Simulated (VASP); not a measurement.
**HfO2: single point with r2SCAN**

HfO2:

```xyz
3
Lattice="0.0000 2.5292 2.5292 2.5292 0.0000 2.5292 2.5292 2.5292 0.0000" Properties=species:S:1:pos:R:3 pbc="T T T"
Hf    0.0000    0.0000    0.0000
O     1.2646    1.2771    1.2646
O     3.7937    3.8062    3.7937
```

This cell differs from its parent crystal: all O atoms moved +0.013 Å, as atom 2 along Cartesian [0 1 0].

| Property | Result |
| --- | --- |
| Program | VASP 6.6.1 |
| Task | single point |
| Functional | r2SCAN |
| Potentials or basis | VASP PAW PBE potentials, release 64 (Hf_pv, O) |
| Cutoff | 520 eV |
| k mesh | 8 × 8 × 8 |
| Occupations | gaussian, width 0.05 eV |
| Spin | no spin polarisation |

| Property | Result |
| --- | --- |
| Pressure | -3.9 GPa |
| Largest force | 0.064 eV/Å |
| Band gap on the k mesh | 4.32 eV, direct |

Forces in eV/Å, atoms in the order of the input:
```
Hf   0.000  0.064  0.000
O    0.000 -0.032  0.000
O    0.000 -0.032  0.000
```

Levels at points of the mesh, in eV from the valence-band top:
```tsv
k point	band 9	band 10	band 11	band 12	band 13	band 14
(0.00, 0.00, 0.00)	-0.64	-0.64	-0.64	4.42	4.43	6.52
(0.50, 0.00, 0.00)	-2.82	-1.90	-1.90	5.12	5.13	7.56
(0.50, 0.50, 0.00)	-1.57	-1.56	0.00	4.32	6.05	7.24
(0.50, 0.00, 0.50)	-1.57	-1.57	0.00	4.32	6.05	7.24
```

Wall time 88 s on 1 thread of Intel(R) Xeon(R) Platinum 8488C (Sapphire Rapids) (shared host), peak memory 0.18 GiB.

Caveat: the cell differs from its parent crystal (all O atoms moved +0.013 Å, as atom 2 along Cartesian [0 1 0]); the PAW data sets were made with another functional, which shifts forces and pressure a little; spin-orbit coupling is left out, which moves the levels of the heavy elements. A k mesh can miss the band edges.
